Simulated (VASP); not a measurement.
Here is a VASP 6.6.1 calculation.

Contents of INCAR:

```
PREC     = Accurate       # precision mode
ENCUT    = 400            # plane-wave cutoff, eV
EDIFF    = 1E-6           # SCF threshold, eV
ISMEAR   = 0              # smearing method
SIGMA    = 0.01           # smearing width, eV
LREAL    = False          # projectors in reciprocal space
LASPH    = True           # aspherical terms in the spheres
NELM     = 120            # most SCF steps
ALGO     = Normal         # electronic algorithm
ISIF     = 2              # what is computed and relaxed
LWAVE    = False          # write WAVECAR
LCHARG   = False          # write CHGCAR
LDIPOL   = True         
IDIPOL   = 3            
DIPOL    = 0.5 0.5 0.345
GGA      = PE             # functional
NBANDS   = 22             # bands
GGA_COMPAT= False        
NELMDL   = -8
```

KPOINTS

```
Automatic mesh
0
Gamma
  12 12 1
```

Contents of POSCAR:

```
Sb
1.0
    4.1051829711      0.0000000000      0.0000000000
   -2.0525914855      3.5551927401      0.0000000000
    0.0000000000      0.0000000000     26.8552477996
Sb
2
Direct
    0.3333333333      0.6666666667      0.3149797949
    0.6666666667      0.3333333333      0.3749272221
```

Potentials or basis: VASP PAW PBE potentials, release 64 (Sb_d_GW).

Launch:

```bash
$ cat potpaw_PBE.64/Sb_d_GW/POTCAR > POTCAR
$ mpirun -np 1 vasp_std > vasp.out
```

Q: Predict the largest force.

A: 0.271 eV/Å.

Q: Predict the band gap on the k mesh.

A: 1.36 eV, indirect (least direct gap 1.63 eV).

Forces in eV/Å, atoms in the order of the input:
```
Sb   0.000  0.000 -0.271
Sb   0.000  0.000  0.271
```

Caveat: spin-orbit coupling is left out, which moves the levels of the heavy elements.
